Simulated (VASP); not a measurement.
# Al32CN32 (a cell with a defect) in VASP: single point with PBEsol

Aim: the single point of Al32CN32 (a cell with a defect) with PBEsol.

Everything below comes from runs of VASP 6.6.1. Logs are shortened: lines on timing, memory, paths and dates and some standing lists are left out, and cuts for length are marked.

### Step 1. The cell of the first run

The cell holds a defect, 65 atoms: a = 8.755 Å, b = 8.755 Å, c = 8.755 Å, α = 90.00°, β = 90.00°, γ = 90.00°.

### Step 2. Single point, PBEsol, collinear spin

The input, INCAR:

```
SYSTEM = Al32CN32
PREC = Accurate
ENCUT = 520
EDIFF = 1E-6
ISMEAR = -1
SIGMA = 0.05
LREAL = Auto
LASPH = .True.
NELM = 200
ALGO = Normal
ISIF = 2
LWAVE = .False.
LCHARG = .False.
ISPIN = 2
MAGMOM = 0 0 0 0 0 0 0 0.167 0 0 0 0 0 0 0 0 0 0 0 0 0 0 0 0 0 0 0 0 0 0 0 0 0 0 0 0 0 0 0 0.167 0 0.167 0 0 0 0 0 0 0 0 0.167 0 0 0 0 0 0 0 0 0 0.167 0 0 0 0.167
LORBIT = 11
GGA = PS
NELECT = 261.0
ISYM = 0
NBANDS = 172
GGA_COMPAT = .False.
```

The input, KPOINTS:

```
Automatic mesh
0
Gamma
  1 1 1
  0.25 0.25 0.25
```

The input, POSCAR:

```
Al32CN32
1.0
    8.7554440000      0.0000000000      0.0000000000
    0.0000000000      8.7554440000      0.0000000000
    0.0000000000      0.0000000000      8.7554440000
Al N C
32 32 1
Direct
    0.9977080000      0.9971370000      0.9982870000
    0.9982060000      0.9996340000      0.4969590000
    0.0032340000      0.4960380000      0.0038140000
    0.9973490000      0.4987770000      0.4996490000
    0.4964060000      0.9996310000      0.9987750000
    0.4968870000      0.9998930000      0.4974630000
    0.4990790000      0.4987750000      0.9979140000
    0.4738470000      0.4846880000      0.4744750000
    0.2475870000      0.2470340000      0.9975760000
    0.2436110000      0.2434760000      0.4966200000
    0.2473030000      0.7482630000      0.9987410000
    0.2508600000      0.7474300000      0.4988670000
    0.7483840000      0.2455710000      0.0004570000
    0.7467000000      0.2475120000      0.4983070000
    0.7472610000      0.7475540000      0.9961280000
    0.7503530000      0.7520860000      0.4931420000
    0.2467320000      0.9966090000      0.2472890000
    0.2451030000      0.0013240000      0.7489350000
    0.2411370000      0.4961070000      0.2416980000
    0.2504140000      0.4988200000      0.7460290000
    0.7483500000      0.0012990000      0.2456920000
    0.7474850000      0.9989950000      0.7480450000
    0.7454610000      0.4988300000      0.2509750000
    0.7696600000      0.4869700000      0.7701740000
    0.9969890000      0.2470320000      0.2481520000
    0.9998910000      0.2455550000      0.7489560000
    0.9981800000      0.7482660000      0.2478620000
    0.9955750000      0.7475600000      0.7478210000
    0.4960620000      0.2435080000      0.2441990000
    0.4977210000      0.2474990000      0.7472660000
    0.4982870000      0.7474220000      0.2514060000
    0.4925350000      0.7521140000      0.7508940000
    0.1223450000      0.1230700000      0.1229180000
    0.1207940000      0.1232870000      0.6230750000
    0.1222000000      0.6244720000      0.1227610000
    0.1232570000      0.6234370000      0.6236680000
    0.6225130000      0.1232930000      0.1213830000
    0.6228020000      0.1239250000      0.6233680000
    0.6231070000      0.6234380000      0.1238070000
    0.6809370000      0.6446330000      0.6814050000
    0.3720760000      0.3719950000      0.1216320000
    0.3680390000      0.3656670000      0.6210430000
    0.3727640000      0.8737770000      0.1230310000
    0.3676740000      0.8827880000      0.6236770000
    0.8726660000      0.3725570000      0.1249410000
    0.8753830000      0.3693320000      0.6245980000
    0.8727000000      0.8739860000      0.1233770000
    0.8753430000      0.8794100000      0.6218800000
    0.3703290000      0.1229520000      0.3708850000
    0.3719890000      0.1244800000      0.8737930000
    0.3577920000      0.6232370000      0.3583600000
    0.3722470000      0.6224870000      0.8756820000
    0.8732070000      0.1244800000      0.3725550000
    0.8738970000      0.1233620000      0.8744720000
    0.8751270000      0.6224880000      0.3727980000
    0.8867070000      0.6232520000      0.8872750000
    0.1210660000      0.3719890000      0.3726310000
    0.1243680000      0.3725540000      0.8732420000
    0.1224760000      0.8737760000      0.3733270000
    0.1228090000      0.8739880000      0.8732740000
    0.6204740000      0.3657170000      0.3686620000
    0.6240450000      0.3693540000      0.8759260000
    0.6231040000      0.8827370000      0.3682690000
    0.6213230000      0.8793870000      0.8758870000
    0.5706350000      0.6422520000      0.5712830000
```

Potentials or basis: VASP PAW PBE potentials, release 64 (Al, N, C).

Started as:

```console
$ cat potpaw_PBE.64/Al/POTCAR potpaw_PBE.64/N/POTCAR potpaw_PBE.64/C/POTCAR > POTCAR
$ mpirun -np 1 vasp_std > vasp.out
```

OUTCAR:

```text
SYSTEM = Al32CN32
   PREC = Accurate
   ENCUT = 520
   EDIFF = 1E-6
   ISMEAR = -1
   LREAL = Auto
   LASPH = .True.
   NELM = 200
   ISIF = 2
   ISPIN = 2
   LORBIT = 11
   GGA = PS
   NELECT = 261.0
   ISYM = 0

 ion  position               nearest neighbor table
   1  0.998  0.997  0.998-  47 1.89  60 1.89  54 1.89  33 1.90  18 3.08  21 3.08  26 3.08  13 3.08
                            17 3.08  27 3.09  11 3.09  25 3.09   9 3.09  15 3.10  28 3.10  22 3.10
   2  0.998  1.000  0.497-  48 1.86  34 1.88  59 1.89  53 1.89  10 3.03  16 3.07  25 3.07  26 3.08
                            17 3.08  18 3.09  14 3.09  27 3.10  21 3.10  22 3.11  28 3.11  12 3.13
   3  0.003  0.496  0.004-  56 1.82  35 1.85  45 1.90  58 1.90  24 2.89  19 2.95  25 3.05   9 3.06
                            27 3.07  11 3.07  23 3.13  20 3.13  13 3.13  26 3.13  15 3.14  28 3.14
   4  0.997  0.499  0.500-  55 1.88  36 1.89  46 1.90  57 1.91  28 3.08  20 3.09  24 3.10  16 3.10
                            23 3.10  27 3.10  10 3.11  14 3.11  19 3.11  12 3.11  26 3.11  25 3.12
   5  0.496  1.000  0.999-  64 1.86  37 1.88  43 1.89  50 1.89  29 3.03  32 3.07   9 3.07  13 3.08
                            17 3.08  21 3.09  30 3.09  11 3.10  18 3.10  22 3.11  15 3.11  31 3.13
   6  0.497  1.000  0.497-  44 1.88  63 1.88  38 1.90  49 1.90  10 3.08  29 3.08  30 3.08  14 3.08
                            12 3.09  31 3.09  17 3.10  22 3.10  32 3.10  16 3.10  21 3.12  18 3.12
   7  0.499  0.499  0.998-  52 1.88  39 1.89  62 1.90  41 1.91  15 3.08  23 3.09  24 3.10  32 3.10
                            20 3.10  11 3.10  29 3.11  30 3.11  19 3.11  31 3.11  13 3.11   9 3.12
   8  0.474  0.485  0.474-  65 1.83  51 1.88  42 1.89  61 1.90  19 2.88  10 2.93  29 2.93  12 3.02
                            31 3.03  20 3.08  23 3.08  30 3.17  14 3.17
   9  0.248  0.247  0.998-  50 1.87  58 1.89  41 1.89  33 1.89  19 3.05   3 3.06  18 3.06  29 3.07
                             5 3.07  26 3.07   1 3.09  17 3.10  30 3.10  25 3.10   7 3.12  20 3.12
  10  0.244  0.243  0.497-  34 1.87  42 1.88  49 1.89  57 1.90   8 2.93   2 3.03  18 3.06  25 3.07
                            26 3.07  17 3.07   6 3.08   4 3.11  30 3.13  29 3.13  20 3.13  19 3.14
  11  0.247  0.748  0.999-  35 1.89  52 1.89  43 1.90  60 1.90  32 3.05  19 3.07   3 3.07  17 3.08
                            27 3.08   1 3.09   5 3.10   7 3.10  20 3.11  28 3.11  18 3.11  31 3.12
  12  0.251  0.747  0.499-  51 1.89  36 1.90  44 1.91  59 1.92   8 3.02  32 3.06  31 3.06  20 3.07
                             6 3.09  17 3.10   4 3.11  27 3.12  18 3.12  28 3.12   2 3.13  19 3.15
  13  0.748  0.246  0.000-  37 1.87  62 1.88  54 1.89  45 1.90  24 2.93  21 3.03  29 3.07  25 3.07
                             1 3.08   5 3.08  22 3.09   7 3.11  26 3.11  23 3.12  30 3.12   3 3.13
  14  0.747  0.248  0.498-  38 1.88  61 1.89  53 1.90  46 1.91   6 3.08  30 3.08  22 3.08  23 3.09
                            21 3.09   2 3.09  25 3.10   4 3.11  26 3.12  29 3.13   8 3.17  24 3.18
  15  0.747  0.748  0.996-  56 1.89  39 1.90  64 1.91  47 1.92  24 3.03  28 3.07   7 3.08  22 3.09
                             1 3.10  32 3.10  27 3.11   5 3.11  21 3.12  23 3.12  31 3.12   3 3.14
  16  0.750  0.752  0.493-  55 1.90  48 1.93  63 1.94  65 1.97  40 1.99  27 3.05  31 3.06   2 3.07
                            23 3.07  21 3.07  28 3.10   4 3.10   6 3.10  22 3.11  32 3.19  24 3.36
  17  0.247  0.997  0.247-  43 1.89  59 1.89  49 1.89  33 1.90  10 3.07  29 3.07  11 3.08  27 3.08
                             1 3.08   5 3.08   2 3.08   9 3.10  25 3.10   6 3.10  31 3.10  12 3.10
  18  0.245  0.001  0.749-  44 1.85  34 1.88  60 1.89  50 1.90  26 3.03   9 3.06  10 3.06  32 3.07
                             1 3.08  30 3.09   2 3.09   5 3.10  11 3.11   6 3.12  28 3.12  12 3.12
  19  0.241  0.496  0.242-  51 1.82  35 1.85  41 1.90  57 1.90   8 2.88   3 2.95   9 3.05  25 3.05
                            11 3.07  27 3.07   7 3.11   4 3.11  29 3.14  10 3.14  31 3.15  12 3.15
  20  0.250  0.499  0.746-  36 1.89  52 1.90  42 1.90  58 1.92  32 3.07  12 3.07   8 3.08  30 3.09
                             4 3.09   7 3.10  11 3.11   9 3.12  28 3.12  26 3.12  10 3.13   3 3.13
  21  0.748  0.001  0.246-  63 1.85  37 1.88  47 1.89  53 1.90  13 3.03  25 3.06  29 3.06  16 3.07
                             1 3.08  14 3.09   5 3.09   2 3.10  27 3.11   6 3.12  15 3.12  31 3.12
  22  0.747  0.999  0.748-  48 1.89  64 1.89  38 1.89  54 1.91  14 3.08  30 3.08  26 3.09  13 3.09
                            15 3.09  28 3.09   1 3.10   6 3.10   2 3.11   5 3.11  16 3.11  32 3.11
  23  0.745  0.499  0.251-  39 1.89  55 1.90  61 1.90  45 1.92  16 3.07  31 3.07   8 3.08  14 3.09
                             7 3.09   4 3.10  27 3.11  25 3.12  15 3.12  13 3.12  29 3.13   3 3.13
  24  0.770  0.487  0.770-  40 1.76  56 1.88  46 1.88  62 1.88   3 2.89  26 2.93  13 2.93  28 3.03
                            15 3.03   4 3.10   7 3.10  14 3.18  30 3.18  16 3.36  32 3.36
  25  0.997  0.247  0.248-  53 1.87  45 1.89  57 1.89  33 1.89  19 3.05   3 3.05  21 3.06  10 3.07
                             2 3.07  13 3.07   1 3.09  17 3.10  14 3.10   9 3.10   4 3.12  23 3.12
  26  1.000  0.246  0.749-  34 1.87  46 1.88  54 1.89  58 1.90  24 2.93  18 3.03  10 3.07   9 3.07
                             1 3.08   2 3.08  22 3.09   4 3.11  13 3.11  20 3.12  14 3.12   3 3.13
  27  0.998  0.748  0.248-  35 1.89  55 1.89  59 1.90  47 1.90  16 3.05  19 3.07   3 3.07  17 3.08
                            11 3.08   1 3.09   2 3.10   4 3.10  23 3.11  15 3.11  21 3.11  12 3.12
  28  0.996  0.748  0.748-  56 1.89  36 1.90  48 1.91  60 1.92  24 3.03  15 3.07   4 3.08  22 3.09
                            16 3.10   1 3.10  11 3.11   2 3.11  18 3.12  20 3.12  12 3.12   3 3.14
  29  0.496  0.244  0.244-  37 1.87  61 1.88  49 1.89  41 1.90   8 2.93   5 3.03  21 3.06   9 3.07
                            13 3.07  17 3.07   6 3.08   7 3.11  14 3.13  23 3.13  10 3.13  19 3.14
[... 279 lines left out ...]

 number of electron     261.0000003 magnetization       0.9996769

 Free energy of the ion-electron system (eV)
  ---------------------------------------------------
  ext. energy  EPLUGINS =         0.00000000
  ---------------------------------------------------
  free energy    TOTEN  =      -493.79817927 eV

  energy without entropy =     -493.79803508  energy(sigma->0) =     -493.79810717

 E-fermi :   8.9383     XC(G=0): -11.1793

 val. band max:        8.4917191617   @ k =  -0.2500  -0.2500   0.2500
 cond. band min:       9.3543666268   @ k =   0.2500   0.2500   0.2500
 fundamental gap:      0.8626474651
 Fermi energy:         8.9383224676

 spin component 1

 k-point     1 :       0.2500    0.2500    0.2500
  band No.  band energies     occupation
      1     -10.1864      1.00000
      2      -8.8196      1.00000
      3      -8.3221      1.00000
      4      -8.3076      1.00000
      5      -8.1477      1.00000
      6      -7.8272      1.00000
[... 569 lines left out ...]
    141      11.5737      0.00000
    142      11.6133      0.00000
 Fermi energy:         8.9383224676

 spin component 2

 k-point     1 :       0.2500    0.2500    0.2500
  band No.  band energies     occupation
      1      -9.8523      1.00000
      2      -8.8085      1.00000
      3      -8.3170      1.00000
      4      -8.3032      1.00000
      5      -8.1389      1.00000
      6      -7.8214      1.00000
[... 569 lines left out ...]
    141      11.5768      0.00000
    142      11.6262      0.00000
 [bands above 142 left out]

------------------------ aborting loop because EDIFF is reached ----------------------------------------

  FORCE on cell =-STRESS in cart. coord.  units (eV):
  Direction    XX          YY          ZZ          XY          YZ          ZX
  --------------------------------------------------------------------------------------
  -------------------------------------------------------------------------------------
  Total       23.8173174     27.8619580     23.8200808      0.1158235      0.1217662      6.7063967
  in kB       56.8550314     66.5101139     56.8616278      0.2764858      0.2906718     16.0090403
  external PRESSURE =      60.0755910 kB  Pullay stress =       0.0000000 kB

 VOLUME and BASIS-vectors are now :
 -----------------------------------------------------------------------------
  energy-cutoff  :      520.00
  volume of cell :      671.17
      direct lattice vectors                 reciprocal lattice vectors
     8.755444000  0.000000000  0.000000000     0.114214653  0.000000000  0.000000000
     0.000000000  8.755444000  0.000000000     0.000000000  0.114214653  0.000000000
     0.000000000  0.000000000  8.755444000     0.000000000  0.000000000  0.114214653

 POSITION                                       TOTAL-FORCE (eV/Angst)
 -----------------------------------------------------------------------------------
      8.73538      8.73038      8.74045         0.020304      0.018808      0.019937
      8.73974      8.75224      4.35110         0.022041      0.025928      0.011383
      0.02832      4.34303      0.03339         0.034470     -0.009114      0.032640
      8.73223      4.36701      4.37465         0.038056      0.026587      0.003601
      4.34625      8.75221      8.74472         0.010716      0.026159      0.021426
      4.35047      8.75451      4.35551         0.019704      0.037008      0.018108
[... 57 lines left out ...]
      5.43996      7.69942      7.66878         0.003313     -0.023644      0.000055
      4.99616      5.62320      5.00184        -0.180634     -0.162295     -0.193816
 -----------------------------------------------------------------------------------
    total drift:                                0.002290      0.010701      0.011014

  FREE ENERGIE OF THE ION-ELECTRON SYSTEM (eV)
  ---------------------------------------------------
  free  energy   TOTEN  =      -493.7981792691 eV

  energy  without entropy=     -493.7980350769  energy(sigma->0) =     -493.79810717

 total charge

# of ion       s       p       d       tot
------------------------------------------
    1        0.373   0.453   0.000   0.826
    2        0.375   0.461   0.000   0.836
    3        0.380   0.475   0.000   0.854
    4        0.370   0.444   0.000   0.813
    5        0.375   0.461   0.000   0.836
    6        0.370   0.448   0.000   0.819
[... 57 lines left out ...]
   64        1.221   2.621   0.000   3.842
   65        0.890   1.701   0.000   2.590
--------------------------------------------------
tot         51.861 100.345   0.000 152.206

 magnetization (x)

# of ion       s       p       d       tot
------------------------------------------
    1        0.000  -0.000   0.000  -0.000
    2        0.000   0.001   0.000   0.001
    3       -0.000  -0.000   0.000  -0.000
    4       -0.000  -0.000   0.000  -0.000
    5        0.000   0.001   0.000   0.001
    6       -0.000  -0.000   0.000  -0.000
[... 57 lines left out ...]
   64        0.001   0.004   0.000   0.005
   65        0.014   0.244   0.000   0.258
--------------------------------------------------
tot          0.067   0.575   0.000   0.641
```

Run time: 57 min. Hardware: 1 thread of Intel Xeon 8259CL, shared host; peak memory 1.3 GiB.

What came out:

```
Free energy                                           : -493.7982 eV
Largest force                                         : 0.311 eV/Å
Net moment                                            : 1.00 μB per cell
Site moments                                          : Al -0.00, +0.00, +0.04, +0.03 (each value once); N +0.00, -0.00, +0.21, +0.01, +0.03 (each value once); C +0.26 μB
Valence electrons inside the program's atomic spheres : Al 0.83, 0.84, 0.85, 0.81, 0.82, 0.87, 0.80 (each value once); N 3.84, 3.87, 3.88, 3.85, 3.92 (each value once); C 2.59
```

Forces on the atoms (eV/Å):
```
Al   0.020  0.019  0.020
Al   0.022  0.026  0.011
Al   0.034 -0.009  0.033
Al   0.038  0.027  0.004
Al   0.011  0.026  0.021
Al   0.020  0.037  0.018
Al   0.006  0.027  0.038
Al   0.035  0.004  0.032
Al   0.020  0.019  0.022
Al   0.022  0.028  0.002
Al   0.019  0.016  0.020
Al   0.010  0.001  0.011
Al   0.028  0.007  0.025
Al   0.013  0.026  0.008
Al   0.018  0.031  0.009
Al   0.013  0.014  0.005
Al   0.024  0.028  0.026
Al   0.021  0.031  0.034
Al   0.021 -0.009  0.023
Al   0.029  0.029  0.009
Al   0.036  0.033  0.020
Al   0.034  0.016  0.034
Al   0.010  0.028  0.031
Al   0.005  0.000  0.009
Al   0.023  0.017  0.021
Al   0.028  0.009  0.026
Al   0.021  0.015  0.019
Al   0.007  0.031  0.020
Al   0.002  0.029  0.025
Al   0.009  0.027  0.013
Al   0.012  0.002  0.012
Al   0.007  0.015  0.018
N   -0.021 -0.024 -0.022
N   -0.021 -0.022 -0.010
N   -0.011 -0.002 -0.010
N   -0.023 -0.025 -0.018
N   -0.011 -0.021 -0.022
N   -0.021 -0.024 -0.020
N   -0.019 -0.025 -0.021
N    0.155  0.155  0.160
N   -0.018 -0.029 -0.027
N   -0.036 -0.024 -0.016
N   -0.016 -0.022 -0.019
N    0.012 -0.023  0.006
N   -0.026 -0.024 -0.030
N   -0.042 -0.022 -0.024
N   -0.020 -0.012 -0.015
N   -0.001 -0.026  0.005
N   -0.021 -0.028 -0.021
N   -0.020 -0.024 -0.027
N   -0.012  0.010 -0.011
N   -0.028 -0.012 -0.025
N   -0.026 -0.024 -0.019
N   -0.022 -0.012 -0.022
N   -0.027 -0.013 -0.026
N   -0.038  0.010 -0.041
N   -0.027 -0.028 -0.017
N   -0.029 -0.024 -0.026
N   -0.019 -0.022 -0.016
N   -0.015 -0.011 -0.021
N   -0.018 -0.027 -0.040
N   -0.024 -0.022 -0.044
N    0.006 -0.020  0.011
N    0.003 -0.024  0.000
C   -0.181 -0.162 -0.194
```

Levels at points of the mesh, in eV from the Fermi level:
Spin up:
| k point | band 128 | band 129 | band 130 | band 131 | band 132 | band 133 | band 134 | band 135 |
| --- | --- | --- | --- | --- | --- | --- | --- | --- |
| (0.25, 0.25, 0.25) | -3.19 | -2.72 | -0.68 | -0.48 | 0.81 | 1.03 | 1.45 | 1.98 |
Spin down:
| k point | band 126 | band 127 | band 128 | band 129 | band 130 | band 131 | band 132 | band 133 | band 134 | band 135 |
| --- | --- | --- | --- | --- | --- | --- | --- | --- | --- | --- |
| (0.25, 0.25, 0.25) | -3.30 | -3.19 | -3.17 | -2.56 | -0.50 | 0.42 | 0.84 | 1.05 | 1.47 | 1.98 |

Caveat: the cell carries a net charge on a neutralising background, which shifts energy and pressure; the cell is charged against a uniform background, so pressure and absolute levels hang on convention; the PAW data sets were made with another functional, which shifts forces and pressure a little.
